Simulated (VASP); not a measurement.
# Se (P6_3/mmc) in VASP: notebook, part 2 of 2

VASP 6.6.1.

## 4. Single point, r2SCAN (24.70 Å³/atom)

This run uses another cell than the first one, of 24.70 Å³/atom.

File POSCAR:

```
Se
1.0
    3.7868853624      0.0000000000      0.0000000000
   -1.8934426812      3.2795389250      0.0000000000
    0.0000000000      0.0000000000      3.9770630445
Se
2
Direct
    0.3333333333      0.6666666667      0.2500000000
    0.6666666667      0.3333333333      0.7500000000
```

File INCAR.step1:

```
SYSTEM = Se
ALGO = Normal
EDIFF = 1E-4
ENCUT = 520
GGA = PE
ISMEAR = -1
LASPH = .True.
LCHARG = .False.
LREAL = .False.
LWAVE = .True.
NBANDS = 13
NELM = 100
PREC = Accurate
SIGMA = 0.1
```

File INCAR.step2:

```
SYSTEM = Se
ALGO = Normal
EDIFF = 1E-6
ENCUT = 520
ISIF = 2
ISMEAR = -1
ISTART = 1
LASPH = .True.
LCHARG = .False.
LMIXTAU = .True.
LREAL = .False.
LWAVE = .False.
METAGGA = R2SCAN
NBANDS = 13
NELM = 100
PREC = Accurate
SIGMA = 0.1
```

File KPOINTS:

```
k-points
0
Gamma
  11 11 9
  0 0 0
```

Potentials or basis: VASP PAW PBE potentials, release 64 (Se).

The run is started by

```
> cat potpaw_PBE.64/Se/POTCAR > POTCAR
> cp INCAR.step1 INCAR
> mpirun -np 1 vasp_std > vasp.out
> cp INCAR.step2 INCAR
> mpirun -np 1 vasp_std > vasp.out
```

OUTCAR:

```text
SYSTEM = Se
   EDIFF = 1E-6
   ENCUT = 520
   ISIF = 2
   ISMEAR = -1
   ISTART = 1
   LASPH = .True.
   LREAL = .False.
   METAGGA = R2SCAN
   NELM = 100
   PREC = Accurate

 ion  position               nearest neighbor table
   1  0.333  0.667  0.250-
   2  0.667  0.333  0.750-

  LATTYP: Found a hexagonal cell.
 ALAT       =     3.7868853624
 C/A-ratio  =     1.0502200790

  Lattice vectors:

 A1 = (   3.7868853624,   0.0000000000,   0.0000000000)
 A2 = (  -1.8934426812,   3.2795389250,   0.0000000000)
 A3 = (   0.0000000000,   0.0000000000,   3.9770630445)

Analysis of symmetry for initial positions (statically):
=====================================================================
 Subroutine PRICEL returns:
 Original cell was already a primitive cell.

 Routine SETGRP: Setting up the symmetry group for a
 hexagonal supercell.

 Subroutine GETGRP returns: Found 24 space group operations
 (whereof 12 operations were pure point group operations)
 out of a pool of 24 trial point group operations.

The static configuration has the point symmetry D_3d.
 The point group associated with its full space group is D_6h.

Analysis of symmetry for dynamics (positions and initial velocities):
=====================================================================
 Subroutine PRICEL returns:
 Original cell was already a primitive cell.

 Routine SETGRP: Setting up the symmetry group for a
 hexagonal supercell.

 Subroutine GETGRP returns: Found 24 space group operations
 (whereof 12 operations were pure point group operations)
 out of a pool of 24 trial point group operations.

The dynamic configuration has the point symmetry D_3d.
 The point group associated with its full space group is D_6h.

 Subroutine INISYM returns: Found 24 space group operations
 (whereof 12 operations are pure point group operations),
 and found     1 'primitive' translations

----------------------------------------------------------------------------------------

                                     Primitive cell

  volume of cell :      49.3921

  direct lattice vectors                    reciprocal lattice vectors
     3.786885362  0.000000000  0.000000000     0.264069256  0.152460456  0.000000000
    -1.893442681  3.279538925  0.000000000     0.000000000  0.304920912  0.000000000
     0.000000000  0.000000000  3.977063044     0.000000000  0.000000000  0.251441828

  length of vectors
     3.786885362  3.786885362  3.977063044     0.304920912  0.304920912  0.251441828

  position of ions in fractional coordinates (direct lattice)
     0.333333333  0.666666667  0.250000000
     0.666666667  0.333333333  0.750000000

  ion indices of the primitive-cell ions
   primitive index   ion index
                 1           1
                 2           2

----------------------------------------------------------------------------------------

 KPOINTS: k-points

Automatic generation of k-mesh.
 Grid dimensions read from file:
 generate k-points for:   11   11    9

[... 22 lines left out ...]
  0.181818 -0.000000  0.000000      6.000000
  0.272727  0.000000  0.000000      6.000000
  0.363636  0.000000  0.000000      6.000000
  0.454545  0.000000  0.000000      6.000000
[... 16 lines left out ...]
  0.090909  0.090909  0.111111     12.000000
  0.181818  0.090909  0.111111     24.000000
 [... further k-points ...]
   k-points           NKPTS =     80   k-points in BZ     NKDIM =     80   number of bands    NBANDS=     13
   number of dos      NEDOS =    301   number of ions     NIONS =      2
   total plane-waves  NPLWV =  23520
   dimension x,y,z NGX =    28 NGY =   28 NGZ =   30
   dimension x,y,z NGXF=    56 NGYF=   56 NGZF=   60
   ions per type =               2
   NGX,Y,Z   is equivalent  to a cutoff of  12.29, 12.29, 12.54 a.u.
   NGXF,Y,Z  is equivalent  to a cutoff of  24.58, 24.58, 25.08 a.u.
 SYSTEM =  Se
   PREC   = accura    normal or accurate (medium, high low for compatibility)
   ISTART =      1    job   : 0-new  1-cont  2-samecut
   ICHARG =      0    charge: 1-file 2-atom 10-const
   ISPIN  =      1    spin polarized calculation?
   LNONCOLLINEAR =      F non collinear calculations
   LSORBIT =      F    spin-orbit coupling
   LASPH  =      T    aspherical Exc in radial PAW
   ENCUT  =  520.0 eV  38.22 Ry    6.18 a.u.   7.04  7.04  7.39*2*pi/ulx,y,z
   NELM   =    100;   NELMIN=  2; NELMDL=  0     # of ELM steps
   EDIFF  = 0.1E-05   stopping-criterion for ELM
   LREAL  =      F    real-space projection
   EDIFFG = 0.1E-04   stopping-criterion for IOM
   NSW    =      0    number of steps for IOM
   IBRION =     -1    ionic relax: 0-MD 1-quasi-New 2-CG
   NFREE  =      0    steps in history (QN), initial steepest desc. (CG)
   ISIF   =      2    stress and relaxation
   ISYM   =      2    0-nonsym 1-usesym 2-fastsym
   POTIM  = 0.5000    time-step for ionic-motion
   TEBEG  =    0.0;   TEEND  =   0.0 temperature during run
   PSTRESS=    0.0 pullay stress
   NELECT =      12.0000    total number of electrons
   NUPDOWN=      -1.0000    fix difference up-down
   EMIN   =  10.00;   EMAX   =-10.00  energy-range for DOS
   EFERMI =   0.00;   METHOD = LEGACY
   ISMEAR =    -1;   SIGMA  =   0.10  broadening in eV -4-tet -1-fermi 0-gaus
   EFERMI_NEDOS =   21; number of points for ismear=-14 and -15
   IALGO  =     38    algorithm
   IMIX   =      4    mixing-type and parameters
     AMIX     =   0.40;   BMIX     =  1.00
     AMIX_MAG =   1.60;   BMIX_MAG =  1.00
  volume/ion in A,a.u.               =      24.70       166.66
  Fermi-wavevector in a.u.,A,eV,Ry     =   1.021526  1.930404 14.197889  1.043515
  Thomas-Fermi vector in A             =   2.155156
   LORBIT       =      0    0 simple, 1 ext, 2 COOP (PROOUT), +10 PAW based schemes
   METAGGA = R2SCAN    functional components
   LHFCALC =     F    Hartree Fock is set to
   AEXX    =    0.0000 exact exchange contribution
   IVDW    =     0    specifies the selected vdW correction
   LEPSILON=     F    determine dielectric tensor
   LRPA    =     F    only Hartree local field effects (RPA)
 non-spin polarized calculation
  energy-cutoff  :      520.00
  volume of cell :       49.39
 maximum number of plane-waves:      1347
   NGX = 15   NGY = 15   NGZ = 15

 number of electron      11.9999999 magnetization

 Free energy of the ion-electron system (eV)
  ---------------------------------------------------
  ext. energy  EPLUGINS =         0.00000000
  ---------------------------------------------------
  free energy    TOTEN  =       -27.59934984 eV

  energy without entropy =      -27.55445951  energy(sigma->0) =      -27.57690467

 E-fermi :   3.3028     XC(G=0): -10.0377

 val. band max:        3.3017684662   @ k =   0.2727   0.1818   0.0000
 cond. band min:       3.3418156219   @ k =   0.1818   0.0909   0.0000
 fundamental gap:      0.0400471557
 Fermi energy:         3.3028371667

 k-point     1 :       0.0000    0.0000    0.0000
  band No.  band energies     occupation
      1     -12.4537      2.00000
      2      -7.4332      2.00000
      3      -1.1439      2.00000
      4       1.1426      2.00000
      5       1.1426      2.00000
      6       4.0988      0.00070
      7       4.0988      0.00070
      8       6.3523      0.00000
      9       8.5629      0.00000
     10      11.0526      0.00000
     11      13.8724      0.00000
     12      13.8724      0.00000
     13      15.4626      0.00000
[... 354 lines left out ...]
  band No.  band energies     occupation
      1     -11.8101      2.00000
      2      -8.1663      2.00000
      3      -0.9688      2.00000
      4       0.1494      2.00000
      5       1.0879      2.00000
      6       2.8557      1.97739
      7       4.5318      0.00001
      8       5.1160      0.00000
      9      10.1592      0.00000
     10      11.3834      0.00000
     11      13.2139      0.00000
     12      14.4655      0.00000
     13      15.3622      0.00000

 [... further k-points ...]

------------------------ aborting loop because EDIFF is reached ----------------------------------------

  FORCE on cell =-STRESS in cart. coord.  units (eV):
  Direction    XX          YY          ZZ          XY          YZ          ZX
  --------------------------------------------------------------------------------------
  -------------------------------------------------------------------------------------
  Total       -1.6025437     -1.6025437     -2.7649853      0.0000000     -0.0000000      0.0000000
  in kB      -51.9832038    -51.9832038    -89.6904057      0.0000000     -0.0000000      0.0000000
  external PRESSURE =     -64.5522711 kB  Pullay stress =       0.0000000 kB

 VOLUME and BASIS-vectors are now :
 -----------------------------------------------------------------------------
  energy-cutoff  :      520.00
  volume of cell :       49.39
      direct lattice vectors                 reciprocal lattice vectors
     3.786885362  0.000000000  0.000000000     0.264069256  0.152460456  0.000000000
    -1.893442681  3.279538925  0.000000000     0.000000000  0.304920912  0.000000000
     0.000000000  0.000000000  3.977063044     0.000000000  0.000000000  0.251441828

 POSITION                                       TOTAL-FORCE (eV/Angst)
 -----------------------------------------------------------------------------------
     -0.00000      2.18636      0.99427        -0.000000      0.000000      0.000000
      1.89344      1.09318      2.98280         0.000000     -0.000000      0.000000
 -----------------------------------------------------------------------------------
    total drift:                               -0.000000      0.000000      0.000000

  FREE ENERGIE OF THE ION-ELECTRON SYSTEM (eV)
  ---------------------------------------------------
  free  energy   TOTEN  =       -27.5993498430 eV

  energy  without entropy=      -27.5544595058  energy(sigma->0) =      -27.57690467
```

Run time: 71 s. Hardware: 1 thread of Intel Xeon 6975P-C (Granite Rapids), shared host; peak memory 0.19 GiB.

Results:

```yaml
Free_energy: -27.5993 eV
Pressure: -6.5 GPa
Band_gap_on_the_k_mesh: zero (bands 6 and 7 overlap by 1.99 eV)
```

Caveat: the cell stands under tension; the PAW data sets were made with another functional, which shifts forces and pressure a little.

## 5. The runs side by side

| cell | gap on the mesh (eV) | pressure (GPa) |
| --- | --- | --- |
| a = 3.694, b = 3.694, c = 3.880 Å, angles 90.0, 90.0, 120.0°, 2 atoms | none | -2.8 |
| a = 3.741, b = 3.741, c = 3.929 Å, angles 90.0, 90.0, 120.0°, 2 atoms | none | -4.8 |
| a = 3.787, b = 3.787, c = 3.977 Å, angles 90.0, 90.0, 120.0°, 2 atoms | none | -6.5 |

Alike in all rows: task single point; level r2SCAN; potentials or basis VASP PAW PBE potentials, release 64 (Se); no spin polarisation; k mesh 11 × 11 × 9; cutoff (eV) 520; smearing fermi-dirac 0.1 eV.

Caveats: the PAW data sets were made with another functional, which shifts forces and pressure a little; the cell stands under tension (at least some runs).

Absolute energies hang on the potentials; compare differences alone.
